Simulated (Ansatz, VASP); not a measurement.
**MgO in VASP and in Ansatz**

```
Mg O
1.0
     0.00000    2.12959    2.10850
     2.12959    0.00000    2.10850
     2.12959    2.12959    0.00000
Mg O
1 1
Direct
  0.00000 0.00000 0.00000
  0.50000 0.50000 0.50000
```

Alike in both runs: task single point; functional PBE; k mesh 8 × 8 × 8; occupations gaussian, width 0.02 eV; no spin polarisation.

```csv
,VASP,Ansatz
version,VASP 6.6.1,Ansatz 0.2.0
potentials or method,"VASP PAW PBE potentials, release 64 (Mg, O), cutoff 600 eV","plane waves, PAW"
valence electrons in the cell,8,16
```

|  | VASP | Ansatz | Ansatz less VASP |
| --- | --- | --- | --- |
| pressure (GPa) | -0.1 | 1.0 | +1.06 |
| traceless stress, the component that is largest in VASP (GPa) | 1.25 | 1.24 | -0.003 |

With one functional, cell and mesh, what is left measures potentials, basis and numerics. VASP's potentials hold 8 valence electrons a cell and Ansatz's 16, so a difference there can come from the potentials and not from the codes.
